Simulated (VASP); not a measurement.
# SnSe (Fm-3m) in VASP: further runs

The runs below take SnSe through single point, relaxation of cell and atoms, with LDA.

Program: VASP 6.6.1. These are calculated values, not measurements. Logs are shortened: lines on timing, memory, paths and dates and some standing lists are left out, and cuts for length are marked.

## (1) The cell of the first run

It takes space group Fm-3m (No. 225, cubic). Conventional cell: a = 5.893 Å, b = 5.893 Å, c = 5.893 Å, α = 90.00°, β = 90.00°, γ = 90.00°. Sn (site symmetry m-3m) has 6 Se at 2.95 Å within 3.9 Å. Se (site symmetry m-3m) has 6 Sn at 2.95 Å within 3.9 Å.

## (2) Single point, LDA

INCAR reads:

```
PREC = Accurate
ENCUT = 520
EDIFF = 1E-6
ISMEAR = 0
SIGMA = 0.02
LREAL = False
LASPH = True
NELM = 100
ALGO = Normal
ISIF = 2
LWAVE = False
LCHARG = False
GGA = CA
NBANDS = 17
```

KPOINTS reads:

```
regular mesh
0
Gamma
  8 8 8
```

POSCAR reads:

```
SnSe
1.0
    0.0000000000      2.9466477694      2.9466477694
    2.9466477694      0.0000000000      2.9466477694
    2.9466477694      2.9466477694      0.0000000000
Sn Se
1 1
Direct
    0.0000000000      0.0000000000      0.0000000000
    0.5000000000      0.5000000000      0.5000000000
```

Potentials or basis: VASP PAW LDA potentials, release 64 (Sn_d, Se).

Launch:

```sh
cat potpaw_LDA.64/Sn_d/POTCAR potpaw_LDA.64/Se/POTCAR > POTCAR
mpirun -np 1 vasp_std > vasp.out
```

OUTCAR:

```text
PREC = Accurate
   ENCUT = 520
   EDIFF = 1E-6
   ISMEAR = 0
   LREAL = False
   LASPH = True
   NELM = 100
   ISIF = 2
   GGA = CA

 ion  position               nearest neighbor table
   1  0.000  0.000  0.000-   2 2.95   2 2.95   2 2.95   2 2.95   2 2.95   2 2.95
   2  0.500  0.500  0.500-   1 2.95   1 2.95   1 2.95   1 2.95   1 2.95   1 2.95

  LATTYP: Found a face centered cubic cell.
 ALAT       =     5.8932955388

  Lattice vectors:

 A1 = (   0.0000000000,   2.9466477694,   2.9466477694)
 A2 = (   2.9466477694,   0.0000000000,   2.9466477694)
 A3 = (   2.9466477694,   2.9466477694,   0.0000000000)

Analysis of symmetry for initial positions (statically):
=====================================================================
 Subroutine PRICEL returns:
 Original cell was already a primitive cell.

 Routine SETGRP: Setting up the symmetry group for a
 face centered cubic supercell.

 Subroutine GETGRP returns: Found 48 space group operations
 (whereof 48 operations were pure point group operations)
 out of a pool of 48 trial point group operations.

The static configuration has the point symmetry O_h .

Analysis of symmetry for dynamics (positions and initial velocities):
=====================================================================
 Subroutine PRICEL returns:
 Original cell was already a primitive cell.

 Routine SETGRP: Setting up the symmetry group for a
 face centered cubic supercell.

 Subroutine GETGRP returns: Found 48 space group operations
 (whereof 48 operations were pure point group operations)
 out of a pool of 48 trial point group operations.

The dynamic configuration has the point symmetry O_h .

 Subroutine INISYM returns: Found 48 space group operations
 (whereof 48 operations are pure point group operations),
 and found     1 'primitive' translations

----------------------------------------------------------------------------------------

                                     Primitive cell

  volume of cell :      51.1699

  direct lattice vectors                    reciprocal lattice vectors
     0.000000000  2.946647769  2.946647769    -0.169684346  0.169684346  0.169684346
     2.946647769  0.000000000  2.946647769     0.169684346 -0.169684346  0.169684346
     2.946647769  2.946647769  0.000000000     0.169684346  0.169684346 -0.169684346

  length of vectors
     4.167189239  4.167189239  4.167189239     0.293901909  0.293901909  0.293901909

  position of ions in fractional coordinates (direct lattice)
     0.000000000  0.000000000  0.000000000
     0.500000000  0.500000000  0.500000000

  ion indices of the primitive-cell ions
   primitive index   ion index
                 1           1
                 2           2

----------------------------------------------------------------------------------------

 KPOINTS: regular mesh

Automatic generation of k-mesh.
 Grid dimensions read from file:
 generate k-points for:    8    8    8

 Generating k-lattice:

  Cartesian coordinates                     Fractional coordinates (reciprocal lattice)
    -0.021210543  0.021210543  0.021210543     0.125000000  0.000000000  0.000000000
     0.021210543 -0.021210543  0.021210543     0.000000000  0.125000000  0.000000000
     0.021210543  0.021210543 -0.021210543     0.000000000  0.000000000  0.125000000

  Length of vectors
     0.036737739  0.036737739  0.036737739

  Shift w.r.t. Gamma in fractional coordinates (k-lattice)
     0.000000000  0.000000000  0.000000000

 Subroutine IBZKPT returns following result:
 ===========================================

 Found     29 irreducible k-points:

 Following reciprocal coordinates:
            Coordinates               Weight
  0.000000  0.000000  0.000000      1.000000
  0.125000  0.000000  0.000000      8.000000
  0.250000  0.000000  0.000000      8.000000
  0.375000  0.000000  0.000000      8.000000
  0.500000  0.000000  0.000000      4.000000
  0.125000  0.125000  0.000000      6.000000
[... 16 lines left out ...]
  0.500000  0.250000  0.125000     48.000000
 -0.375000  0.250000  0.125000     24.000000
 [... further k-points ...]
   k-points           NKPTS =     29   k-points in BZ     NKDIM =     29   number of bands    NBANDS=     17
   number of dos      NEDOS =    301   number of ions     NIONS =      2
   total plane-waves  NPLWV =  32768
   dimension x,y,z NGX =    32 NGY =   32 NGZ =   32
   dimension x,y,z NGXF=    64 NGYF=   64 NGZF=   64
   ions per type =               1   1
   NGX,Y,Z   is equivalent  to a cutoff of  12.77, 12.77, 12.77 a.u.
   NGXF,Y,Z  is equivalent  to a cutoff of  25.53, 25.53, 25.53 a.u.
 SYSTEM =  unknown system
   PREC   = accura    normal or accurate (medium, high low for compatibility)
   ISTART =      0    job   : 0-new  1-cont  2-samecut
   ICHARG =      2    charge: 1-file 2-atom 10-const
   ISPIN  =      1    spin polarized calculation?
   LNONCOLLINEAR =      F non collinear calculations
   LSORBIT =      F    spin-orbit coupling
   LASPH  =      T    aspherical Exc in radial PAW
   ENCUT  =  520.0 eV  38.22 Ry    6.18 a.u.   7.75  7.75  7.75*2*pi/ulx,y,z
   NELM   =    100;   NELMIN=  2; NELMDL= -5     # of ELM steps
   EDIFF  = 0.1E-05   stopping-criterion for ELM
   LREAL  =      F    real-space projection
   EDIFFG = 0.1E-04   stopping-criterion for IOM
   NSW    =      0    number of steps for IOM
   IBRION =     -1    ionic relax: 0-MD 1-quasi-New 2-CG
   NFREE  =      0    steps in history (QN), initial steepest desc. (CG)
   ISIF   =      2    stress and relaxation
   ISYM   =      2    0-nonsym 1-usesym 2-fastsym
   POTIM  = 0.5000    time-step for ionic-motion
   TEBEG  =    0.0;   TEEND  =   0.0 temperature during run
   PSTRESS=    0.0 pullay stress
   NELECT =      20.0000    total number of electrons
   NUPDOWN=      -1.0000    fix difference up-down
   EMIN   =  10.00;   EMAX   =-10.00  energy-range for DOS
   EFERMI =   0.00;   METHOD = LEGACY
   ISMEAR =     0;   SIGMA  =   0.02  broadening in eV -4-tet -1-fermi 0-gaus
   EFERMI_NEDOS =   21; number of points for ismear=-14 and -15
   IALGO  =     38    algorithm
   IMIX   =      4    mixing-type and parameters
     AMIX     =   0.40;   BMIX     =  1.00
     AMIX_MAG =   1.60;   BMIX_MAG =  1.00
  volume/ion in A,a.u.               =      25.58       172.66
  Fermi-wavevector in a.u.,A,eV,Ry     =   1.196961  2.261928 19.493274  1.432715
  Thomas-Fermi vector in A             =   2.332888
   LORBIT       =      0    0 simple, 1 ext, 2 COOP (PROOUT), +10 PAW based schemes
   GGA     = CA    functional components
   LHFCALC =     F    Hartree Fock is set to
   AEXX    =    0.0000 exact exchange contribution
   IVDW    =     0    specifies the selected vdW correction
   LEPSILON=     F    determine dielectric tensor
   LRPA    =     F    only Hartree local field effects (RPA)
 non-spin polarized calculation
 Gauss-broadening in eV      SIGMA  =   0.02
  energy-cutoff  :      520.00
  volume of cell :       51.17
 maximum number of plane-waves:      1411
   NGX = 15   NGY = 15   NGZ = 15

 number of electron      19.9999998 magnetization

 Free energy of the ion-electron system (eV)
  ---------------------------------------------------
  ext. energy  EPLUGINS =         0.00000000
  ---------------------------------------------------
  free energy    TOTEN  =        -9.50972128 eV

  energy without entropy =       -9.50972128  energy(sigma->0) =       -9.50972128

 E-fermi :   6.1994     XC(G=0): -10.1678

 val. band max:        6.0372021994   @ k =  -0.2500   0.1250   0.0000
 cond. band min:       6.8044101251   @ k =  -0.3750   0.1250   0.0000
 fundamental gap:      0.7672079257
 Fermi energy:         6.1994192936

 k-point     1 :       0.0000    0.0000    0.0000
  band No.  band energies     occupation
      1     -15.3332      2.00000
      2     -15.3332      2.00000
      3     -15.3282      2.00000
      4     -15.3282      2.00000
      5     -15.3282      2.00000
      6      -8.1551      2.00000
[... 9 lines left out ...]
     16      11.9555      0.00000
     17      14.1951      0.00000

 k-point     2 :       0.1250    0.0000    0.0000
  band No.  band energies     occupation
      1     -15.3344      2.00000
      2     -15.3344      2.00000
      3     -15.3277      2.00000
      4     -15.3261      2.00000
      5     -15.3261      2.00000
      6      -8.0317      2.00000
[... 9 lines left out ...]
     16      12.3498      0.00000
     17      15.4809      0.00000

 k-point     3 :       0.2500    0.0000    0.0000
  band No.  band energies     occupation
      1     -15.3381      2.00000
      2     -15.3381      2.00000
      3     -15.3267      2.00000
      4     -15.3202      2.00000
      5     -15.3202      2.00000
      6      -7.6955      2.00000
[... 9 lines left out ...]
     16      13.3533      0.00000
     17      17.8200      0.00000

 k-point     4 :       0.3750    0.0000    0.0000
  band No.  band energies     occupation
      1     -15.3420      2.00000
      2     -15.3420      2.00000
      3     -15.3257      2.00000
      4     -15.3141      2.00000
      5     -15.3141      2.00000
      6      -7.2799      2.00000
[... 9 lines left out ...]
     16      14.8908      0.00000
     17      17.8920      0.00000

 k-point     5 :       0.5000    0.0000    0.0000
  band No.  band energies     occupation
      1     -15.3436      2.00000
      2     -15.3436      2.00000
      3     -15.3253      2.00000
      4     -15.3116      2.00000
      5     -15.3116      2.00000
      6      -7.0704      2.00000
[... 9 lines left out ...]
     16      16.4692      0.00000
     17      16.4881      0.00000

 k-point     6 :       0.1250    0.1250    0.0000
  band No.  band energies     occupation
      1     -15.3374      2.00000
      2     -15.3317      2.00000
      3     -15.3295      2.00000
      4     -15.3249      2.00000
      5     -15.3249      2.00000
      6      -7.9901      2.00000
[... 9 lines left out ...]
     16      13.0826      0.00000
     17      14.6543      0.00000

 k-point     7 :       0.2500    0.1250    0.0000
  band No.  band energies     occupation
      1     -15.3421      2.00000
      2     -15.3328      2.00000
      3     -15.3294      2.00000
      4     -15.3210      2.00000
      5     -15.3194      2.00000
      6      -7.7232      2.00000
[... 9 lines left out ...]
     16      14.0777      0.00000
     17      16.0118      0.00000

 k-point     8 :       0.3750    0.1250    0.0000
  band No.  band energies     occupation
      1     -15.3462      2.00000
      2     -15.3367      2.00000
      3     -15.3268      2.00000
      4     -15.3170      2.00000
      5     -15.3133      2.00000
      6      -7.3261      2.00000
[... 9 lines left out ...]
     16      15.5241      0.00000
     17      17.8237      0.00000
[... 203 lines left out ...]
      1     -15.3694      2.00000
      2     -15.3346      2.00000
      3     -15.3255      2.00000
      4     -15.3071      2.00000
      5     -15.3061      2.00000
      6      -6.7860      2.00000
[... 9 lines left out ...]
     16      17.5927      0.00000
     17      17.9002      0.00000

 k-point    20 :      -0.3750    0.3750    0.0000
  band No.  band energies     occupation
      1     -15.3636      2.00000
      2     -15.3300      2.00000
      3     -15.3286      2.00000
      4     -15.3108      2.00000
      5     -15.3077      2.00000
      6      -6.7344      2.00000
[... 9 lines left out ...]
     16      16.2400      0.00000
     17      18.8114      0.00000

 k-point    21 :       0.5000    0.5000    0.0000
  band No.  band energies     occupation
      1     -15.3744      2.00000
      2     -15.3372      2.00000
      3     -15.3230      2.00000
      4     -15.3045      2.00000
      5     -15.3045      2.00000
      6      -6.7274      2.00000
[... 9 lines left out ...]
     16      18.3274      0.00000
     17      19.0053      0.00000

 k-point    22 :       0.3750    0.2500    0.1250
  band No.  band energies     occupation
      1     -15.3474      2.00000
      2     -15.3333      2.00000
      3     -15.3291      2.00000
      4     -15.3169      2.00000
      5     -15.3153      2.00000
      6      -7.4219      2.00000
[... 9 lines left out ...]
     16      15.7425      0.00000
     17      15.9631      0.00000

 k-point    23 :       0.5000    0.2500    0.1250
  band No.  band energies     occupation
      1     -15.3510      2.00000
      2     -15.3360      2.00000
      3     -15.3255      2.00000
      4     -15.3151      2.00000
      5     -15.3117      2.00000
      6      -7.0641      2.00000
[... 9 lines left out ...]
     16      15.9879      0.00000
     17      17.5595      0.00000

 k-point    24 :      -0.3750    0.2500    0.1250
  band No.  band energies     occupation
      1     -15.3522      2.00000
      2     -15.3375      2.00000
      3     -15.3220      2.00000
      4     -15.3168      2.00000
      5     -15.3097      2.00000
      6      -6.8917      2.00000
[... 9 lines left out ...]
     16      17.1167      0.00000
     17      17.1899      0.00000

 [... further k-points ...]
[... 5 lines left out ...]
  --------------------------------------------------------------------------------------
  -------------------------------------------------------------------------------------
  Total        0.0401072      0.0401072      0.0401072      0.0000000     -0.0000000      0.0000000
  in kB        1.2557927      1.2557927      1.2557927      0.0000000     -0.0000000      0.0000000
  external PRESSURE =       1.2557927 kB  Pullay stress =       0.0000000 kB

 VOLUME and BASIS-vectors are now :
 -----------------------------------------------------------------------------
  energy-cutoff  :      520.00
  volume of cell :       51.17
      direct lattice vectors                 reciprocal lattice vectors
     0.000000000  2.946647769  2.946647769    -0.169684346  0.169684346  0.169684346
     2.946647769  0.000000000  2.946647769     0.169684346 -0.169684346  0.169684346
     2.946647769  2.946647769  0.000000000     0.169684346  0.169684346 -0.169684346

 POSITION                                       TOTAL-FORCE (eV/Angst)
 -----------------------------------------------------------------------------------
      0.00000      0.00000      0.00000         0.000000     -0.000000      0.000000
      2.94665      2.94665      2.94665         0.000000      0.000000     -0.000000
 -----------------------------------------------------------------------------------
    total drift:                                0.000000     -0.000000     -0.000000

  FREE ENERGIE OF THE ION-ELECTRON SYSTEM (eV)
  ---------------------------------------------------
  free  energy   TOTEN  =        -9.5097212811 eV

  energy  without entropy=       -9.5097212811  energy(sigma->0) =       -9.50972128
```

Run time: 6.8 s. Hardware: 1 thread of Intel Xeon 6975P-C (Granite Rapids), shared host; peak memory 0.16 GiB.

Results:

- Free energy: -9.5097 eV
- Pressure: 0.1 GPa
- Band gap on the k mesh: 0.77 eV, indirect (least direct gap 0.92 eV)

Caveat: spin-orbit coupling is left out, which moves the levels of the heavy elements. A k mesh can miss the band edges.

(Continued in part 2 of 2.)
